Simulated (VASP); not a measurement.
# HfSi53 (a cell with a defect) in VASP: further runs, part 2 of 3

VASP 6.6.1. The steps go on from the part before.

### Step 3. Single point, PBE, collinear spin

INCAR

```
ALGO = Normal
EDIFF = 1E-7
ENCUT = 520
GGA = PE
ISIF = 2
ISMEAR = 0
ISPIN = 2
LASPH = True
LCHARG = False
LMAXMIX = 4
LORBIT = 11
LREAL = Auto
LWAVE = False
MAGMOM = 0.2 0 0 0 0 0 0 0 0 0 0 0 0 0 0 0 0 0 0 0 0 0 0 0 0 0 0 0.2 0.2 0 0.2 0 0 0 0 0 0.2 0 0 0 0 0 0 0 0 0 0 0 0 0 0 0 0 0
NBANDS = 148
NELECT = 223.0
NELM = 150
PREC = Accurate
SIGMA = 0.05
```

KPOINTS

```
k-points
0
Gamma
  1 1 1
```

POSCAR

```
HfSi53
1.0
    0.0000000000      8.1406800000      8.1406800000
    8.1406800000      0.0000000000      8.1406800000
    8.1406800000      8.1406800000      0.0000000000
Hf Si
1 53
Direct
    0.2499316077      0.2502268791      0.2494042400
    0.2514895145      0.2513404387      0.5841052796
    0.2515728777      0.2514056051      0.9130024196
    0.2513655070      0.5835646587      0.2513269654
    0.2499855521      0.5832718238      0.5831907465
    0.2513098476      0.5842072494      0.9128428319
    0.2513852046      0.9126826824      0.2513558416
    0.2512338544      0.9132716386      0.5839140571
    0.2496503475      0.9166324720      0.9168166463
    0.5842576045      0.2515224323      0.2512907825
    0.5834149215      0.2500972916      0.5831687718
    0.5842042506      0.2516496231      0.9127553645
    0.5832241993      0.5834017880      0.2498666926
    0.5831766864      0.5835811661      0.5831008044
    0.5836615806      0.5837346439      0.9161424922
    0.5835512568      0.9136138146      0.2512300903
    0.5836063870      0.9164249292      0.5835742919
    0.5836649129      0.9163799499      0.9161450692
    0.9132992651      0.2515295123      0.2513470752
    0.9131995233      0.2515951754      0.5838455668
    0.9168835819      0.2497459002      0.9167714622
    0.9125017901      0.5845882130      0.2512695885
    0.9162481550      0.5837232710      0.5835703638
    0.9162587676      0.5838128563      0.9161483523
    0.9166752359      0.9167974484      0.2496869415
    0.9163241875      0.9163605534      0.5835672038
    0.9166046415      0.9169931129      0.9166802287
    0.1585735213      0.1578998602      0.1582850568
    0.1586276988      0.1586855701      0.5242487045
    0.1674147960      0.1671915072      0.8327328413
    0.1577458773      0.5250467228      0.1581564940
    0.1657006697      0.5002271324      0.5002936027
    0.1656995147      0.5003595298      0.8333846158
    0.1672158561      0.8322628417      0.1673404854
    0.1657508050      0.8334485278      0.5002758450
    0.1671574123      0.8328324388      0.8325631761
    0.5247360111      0.1589563333      0.1580987719
    0.5004072569      0.1658531423      0.5002276743
    0.5005152326      0.1658157130      0.8333479290
    0.5003201586      0.5003951775      0.1655842031
    0.4999609938      0.5000780173      0.4998378764
    0.5002596035      0.5005781623      0.8332715934
    0.5002696046      0.8335858557      0.1655813032
    0.5001461645      0.8338096923      0.5001941183
    0.4996886994      0.8334464462      0.8333063929
    0.8328789504      0.1673395753      0.1672966058
    0.8336178207      0.1658121752      0.5002933515
    0.8328184622      0.1675306123      0.8324867634
    0.8334083731      0.5004963763      0.1655830444
    0.8333723076      0.5005507503      0.5001853070
    0.8334156403      0.4997904567      0.8332975261
    0.8322327755      0.8331730806      0.1672120279
    0.8333431682      0.8334578131      0.4997027494
    0.8333848879      0.8335592139      0.8332814701
```

Potentials or basis: VASP PAW PBE potentials, release 64 (Hf_pv, Si).

Started as:

```console
$ cat potpaw_PBE.64/Hf_pv/POTCAR potpaw_PBE.64/Si/POTCAR > POTCAR
$ mpirun -np 1 vasp_gam > vasp.out
```

Wall time 20 min (1 thread of Oxide Virtual Turin-like, shared host); peak memory 1.7 GiB.

Results (log left out):

| Quantity | Value |
| --- | --- |
| Free energy | -273.8400 eV |
| Largest force | 0.137 eV/Å |
| Net moment | 0.99 μB per cell |
| Site moments | Hf +0.14; Si +0.01, +0.00, -0.00 μB |
| Valence electrons inside the program's atomic spheres | Hf 8.36; Si 1.72, 1.71, 1.76, 1.70 |

Forces on the atoms (eV/Å):
```
Hf   0.002  0.001 -0.001
Si  -0.021 -0.023 -0.065
Si   0.018  0.019 -0.067
Si  -0.013 -0.068 -0.019
Si   0.012 -0.011 -0.011
Si   0.065  0.018 -0.023
Si   0.020 -0.062  0.020
Si   0.065 -0.019  0.024
Si  -0.021  0.018  0.024
Si  -0.062 -0.020 -0.020
Si  -0.012  0.012 -0.012
Si   0.022  0.065 -0.020
Si  -0.011 -0.010  0.011
Si   0.011  0.014  0.012
Si   0.000  0.003 -0.050
Si   0.021 -0.016  0.067
Si  -0.001 -0.051 -0.001
Si   0.051  0.001 -0.001
Si  -0.066  0.019  0.016
Si  -0.021  0.066  0.022
Si   0.018 -0.025  0.019
Si  -0.022  0.022  0.062
Si  -0.051  0.002  0.001
Si   0.001  0.053  0.001
Si   0.020  0.020 -0.020
Si   0.001 -0.001  0.050
Si  -0.024 -0.019 -0.020
Si   0.082  0.072  0.082
Si  -0.080 -0.081  0.074
Si   0.000  0.001  0.109
Si  -0.082  0.085 -0.071
Si   0.011  0.024  0.028
Si  -0.024 -0.011  0.026
Si   0.000  0.109  0.000
Si  -0.023  0.023 -0.012
Si  -0.109 -0.001  0.000
Si   0.073 -0.079 -0.082
Si   0.026  0.012  0.025
Si  -0.010 -0.027  0.022
Si   0.024  0.023  0.010
Si   0.001  0.001  0.000
Si  -0.026 -0.022  0.010
Si  -0.010  0.024 -0.023
Si  -0.028  0.010 -0.026
Si   0.024 -0.022 -0.020
Si   0.109  0.000  0.001
Si   0.024 -0.027 -0.009
Si   0.001 -0.108  0.000
Si   0.024 -0.012 -0.025
Si   0.012 -0.024 -0.027
Si  -0.022  0.021 -0.024
Si   0.000 -0.002 -0.110
Si  -0.022 -0.022  0.023
Si   0.021  0.024  0.021
```

Levels at points of the mesh, in eV from the Fermi level:
Spin up:
```
           k point  band 107  band 108  band 109  band 110  band 111  band 112  band 113  band 114  band 115  band 116
(0.00, 0.00, 0.00)     -1.07     -1.06     -0.57     -0.57     -0.57      0.00      0.00      0.23      0.34      0.34
```
Spin down:
```csv
k point,band 107,band 108,band 109,band 110,band 111,band 112,band 113,band 114,band 115,band 116
"(0.00, 0.00, 0.00)",-1.04,-1.04,-0.55,-0.55,-0.55,0.10,0.10,0.24,0.36,0.36
```

Caveat: the k points lie up to 0.67 Å⁻¹ apart; the cell carries a net charge on a neutralising background, which shifts energy and pressure; the cell is charged against a uniform background, so pressure and absolute levels hang on convention; spin-orbit coupling is left out, which moves the levels of the heavy elements.

### Step 4. Single point, PBE, collinear spin, zero start

INCAR

```
SYSTEM = HfSi53
  PREC = Accurate
  ENCUT = 520
  EDIFF = 1E-7
  ISMEAR = 0
  SIGMA = 0.05
  LREAL = Auto
  LASPH = .TRUE.
  NELM = 150
  ALGO = Normal
  ISIF = 2
  LWAVE = .FALSE.
  LCHARG = .FALSE.
  ISPIN = 2
  MAGMOM = 0 0 0 0 0 0 0 0 0 0 0 0 0 0 0 0 0 0 0 0 0 0 0 0 0 0 0 0 0 0 0 0 0 0 0 0 0 0 0 0 0 0 0 0 0 0 0 0 0 0 0 0 0 0
  LORBIT = 11
  LMAXMIX = 4
  GGA = PE
  NBANDS = 148
```

KPOINTS

```
Automatic mesh
0
G
  1 1 1
  0 0 0
```

POSCAR is that of step 3.

Potentials or basis: VASP PAW PBE potentials, release 64 (Hf_pv, Si).

Started as:

```console
$ cat potpaw_PBE.64/Hf_pv/POTCAR potpaw_PBE.64/Si/POTCAR > POTCAR
$ mpirun -np 1 vasp_gam > vasp.out
```

OUTCAR:

```text
SYSTEM = HfSi53
   PREC = Accurate
   ENCUT = 520
   EDIFF = 1E-7
   ISMEAR = 0
   LREAL = Auto
   LASPH = .TRUE.
   NELM = 150
   ISIF = 2
   ISPIN = 2
   LORBIT = 11
   GGA = PE

 ion  position               nearest neighbor table
   1  0.250  0.250  0.249-  37 2.58  28 2.58  31 2.58  29 2.58
   2  0.251  0.251  0.584-  29 2.32  30 2.34  32 2.34  38 2.34
   3  0.252  0.251  0.913-  28 2.32  30 2.34  39 2.34  33 2.34
   4  0.251  0.584  0.251-  31 2.32  34 2.34  40 2.34  32 2.34
   5  0.250  0.583  0.583-  41 2.35  35 2.35  33 2.35  32 2.35
   6  0.251  0.584  0.913-  31 2.32  36 2.34  33 2.34  42 2.34
[... 46 lines left out ...]
  53  0.833  0.833  0.500-  23 2.35  17 2.35  26 2.35  25 2.35
  54  0.833  0.834  0.833-  26 2.35  18 2.35  24 2.35  27 2.35

  LATTYP: Found a face centered cubic cell.
 ALAT       =    16.2813600000

  Lattice vectors:

 A1 = (   0.0000000000,   8.1406800000,   8.1406800000)
 A2 = (   8.1406800000,   0.0000000000,   8.1406800000)
 A3 = (   8.1406800000,   8.1406800000,   0.0000000000)

Analysis of symmetry for initial positions (statically):
=====================================================================
 Subroutine PRICEL returns:
 Original cell was already a primitive cell.

 Routine SETGRP: Setting up the symmetry group for a
[... 542 lines left out ...]
  energy-cutoff  :      520.00
  volume of cell :     1078.98
      direct lattice vectors                 reciprocal lattice vectors
     0.000000000  8.140680000  8.140680000    -0.061419931  0.061419931  0.061419931
     8.140680000  0.000000000  8.140680000     0.061419931 -0.061419931  0.061419931
     8.140680000  8.140680000  0.000000000     0.061419931  0.061419931 -0.061419931

 POSITION                                       TOTAL-FORCE (eV/Angst)
 -----------------------------------------------------------------------------------
      4.06734      4.06493      4.07163         0.001744      0.000047     -0.000665
      6.80110      6.80231      4.09338        -0.002578     -0.004200     -0.009100
      9.47907      9.48043      4.09459        -0.000334      0.000331     -0.011214
      6.79659      4.09226      6.79690         0.005131     -0.012292     -0.000771
      9.49580      6.78262      6.78328         0.007150     -0.006141     -0.007129
     12.18701      9.47699      6.80168         0.009541      0.000117     -0.004144
[... 46 lines left out ...]
     10.85283     10.85190     13.56889         0.010889      0.010703     -0.010305
     13.56922     13.56780     13.57006        -0.010675     -0.008791     -0.011913
 -----------------------------------------------------------------------------------
    total drift:                                0.001845      0.007259     -0.000777

  FREE ENERGIE OF THE ION-ELECTRON SYSTEM (eV)
  ---------------------------------------------------
  free  energy   TOTEN  =      -280.2193730278 eV

  energy  without entropy=     -280.2193730278  energy(sigma->0) =     -280.21937303

 total charge

# of ion       s       p       d       tot
------------------------------------------
    1        0.379   6.244   1.714   8.337
    2        0.724   0.986   0.000   1.711
    3        0.724   0.986   0.000   1.710
    4        0.724   0.986   0.000   1.710
    5        0.718   0.987   0.000   1.705
    6        0.724   0.986   0.000   1.710
[... 46 lines left out ...]
   53        0.718   0.989   0.000   1.708
   54        0.718   0.989   0.000   1.708
--------------------------------------------------
tot         38.716  58.605   1.714  99.035

 magnetization (x)

# of ion       s       p       d       tot
------------------------------------------
    1        0.000   0.000   0.000   0.000
    2       -0.000   0.000   0.000  -0.000
    3       -0.000   0.000   0.000   0.000
    4       -0.000  -0.000   0.000  -0.000
    5        0.000   0.000   0.000   0.000
    6       -0.000   0.000   0.000  -0.000
[... 46 lines left out ...]
   53        0.000  -0.000   0.000  -0.000
   54        0.000   0.000   0.000   0.000
--------------------------------------------------
tot          0.000  -0.000   0.000   0.000
```

OSZICAR:

```text
N       E                     dE             d eps       ncg     rms          rms(c)
DAV:   1     0.110478757495E+04    0.11048E+04   -0.99193E+04   608   0.133E+03
DAV:   2    -0.158053708058E+03   -0.12628E+04   -0.11901E+04   788   0.224E+02
DAV:   3    -0.283462443646E+03   -0.12541E+03   -0.12109E+03   720   0.612E+01
DAV:   4    -0.287586597529E+03   -0.41242E+01   -0.40576E+01   712   0.123E+01
DAV:   5    -0.287698523103E+03   -0.11193E+00   -0.11148E+00   704   0.224E+00    0.434E+01
DAV:   6    -0.282114916696E+03    0.55836E+01   -0.74688E+00   720   0.380E+00    0.258E+01
DAV:   7    -0.280124431523E+03    0.19905E+01   -0.47192E+00   640   0.389E+00    0.357E+00
DAV:   8    -0.280196420331E+03   -0.71989E-01   -0.31741E-01   720   0.109E+00    0.992E-01
DAV:   9    -0.280206607852E+03   -0.10188E-01   -0.27599E-02   664   0.330E-01    0.662E-01
DAV:  10    -0.280214598562E+03   -0.79907E-02   -0.77613E-03   664   0.166E-01    0.390E-01
DAV:  11    -0.280218112163E+03   -0.35136E-02   -0.23160E-03   640   0.960E-02    0.194E-01
DAV:  12    -0.280219181510E+03   -0.10693E-02   -0.10274E-03   624   0.653E-02    0.577E-02
DAV:  13    -0.280219356593E+03   -0.17508E-03   -0.21776E-04   656   0.323E-02    0.165E-02
DAV:  14    -0.280219367363E+03   -0.10770E-04   -0.18335E-05   728   0.866E-03    0.144E-02
DAV:  15    -0.280219371122E+03   -0.37591E-05   -0.19407E-06   736   0.293E-03    0.630E-03
DAV:  16    -0.280219372985E+03   -0.18629E-05   -0.11859E-06   624   0.230E-03    0.238E-03
DAV:  17    -0.280219373028E+03   -0.42899E-07   -0.23103E-07   496   0.115E-03
   1 F= -.28021937E+03 E0= -.28021937E+03  d E =-.422457E-14  mag=     0.0000
```

stdout:

```text
POSCAR found type information on POSCAR HfSi
 POSCAR found :  2 types and      54 ions
 scaLAPACK will be used
 LDA part: xc-table for (Slater+PW92), standard interpolation
 POSCAR, INCAR and KPOINTS ok, starting setup
 FFT: planning ... GRIDC
 FFT: planning ... GRID_SOFT
 FFT: planning ... GRID
 WAVECAR not read
 entering main loop
```

Wall time 22 min (1 thread of Oxide Virtual Turin-like, shared host); peak memory 1.7 GiB.

What came out:

```
Free energy                                           : -280.2194 eV
Pressure                                              : 4.8 GPa
Largest force                                         : 0.019 eV/Å
Band gap on the k mesh                                : 0.59 eV
Net moment                                            : 0.00 μB per cell
Valence electrons inside the program's atomic spheres : Hf 8.34; Si 1.71, 1.70, 1.76
```

Forces on the atoms (eV/Å):
```
Hf   0.002  0.000 -0.001
Si  -0.003 -0.004 -0.009
Si   0.000  0.000 -0.011
Si   0.005 -0.012 -0.001
Si   0.007 -0.006 -0.007
Si   0.010  0.000 -0.004
Si   0.002 -0.006  0.002
Si   0.009 -0.001  0.005
Si   0.005 -0.008 -0.002
Si  -0.007 -0.001 -0.002
Si  -0.007  0.007 -0.007
Si   0.004  0.009 -0.002
Si  -0.006 -0.005  0.007
Si   0.006  0.009  0.007
Si   0.000  0.002 -0.009
Si   0.003  0.003  0.011
Si  -0.001 -0.010 -0.001
Si   0.011  0.001 -0.001
Si  -0.011  0.001 -0.002
Si  -0.003  0.010  0.004
Si  -0.007  0.001 -0.006
Si  -0.003  0.004  0.006
Si  -0.010  0.001  0.001
Si   0.000  0.012  0.000
Si  -0.006 -0.005  0.005
Si   0.000 -0.001  0.009
Si   0.002  0.007  0.006
Si   0.004 -0.006  0.002
Si  -0.001 -0.002 -0.006
Si   0.000  0.000  0.015
Si  -0.003  0.007  0.008
Si  -0.005  0.005  0.009
Si  -0.006  0.005  0.007
Si   0.000  0.015  0.001
Si  -0.004  0.004  0.005
Si  -0.014  0.000  0.000
Si  -0.005  0.000 -0.002
Si   0.007 -0.004  0.006
Si   0.006 -0.007  0.004
Si   0.005  0.004 -0.006
Si   0.001  0.001  0.000
Si  -0.006 -0.003 -0.006
Si   0.005  0.006 -0.004
Si  -0.009 -0.006 -0.007
Si  -0.009  0.011  0.012
Si   0.015  0.000  0.000
Si   0.005 -0.008  0.007
Si   0.000 -0.014 -0.001
Si   0.005  0.004 -0.006
Si  -0.004 -0.006 -0.008
Si   0.011 -0.011  0.009
Si   0.000 -0.002 -0.016
Si   0.011  0.011 -0.010
Si  -0.011 -0.009 -0.012
```

Levels at points of the mesh, in eV from the valence-band top:
Spin up:
| k point | band 109 | band 110 | band 111 | band 112 | band 113 | band 114 |
| --- | --- | --- | --- | --- | --- | --- |
| (0.00, 0.00, 0.00) | 0.00 | 0.00 | 0.00 | 0.59 | 0.59 | 0.83 |
Spin down:
| k point | band 107 | band 108 | band 109 | band 110 | band 111 | band 112 | band 113 | band 114 | band 115 | band 116 |
| --- | --- | --- | --- | --- | --- | --- | --- | --- | --- | --- |
| (0.00, 0.00, 0.00) | -0.53 | -0.53 | 0.00 | 0.00 | 0.00 | 0.59 | 0.59 | 0.83 | 0.94 | 0.94 |

Caveat: the k points lie up to 0.67 Å⁻¹ apart; spin-orbit coupling is left out, which moves the levels of the heavy elements.

(Continued in part 3 of 3.)
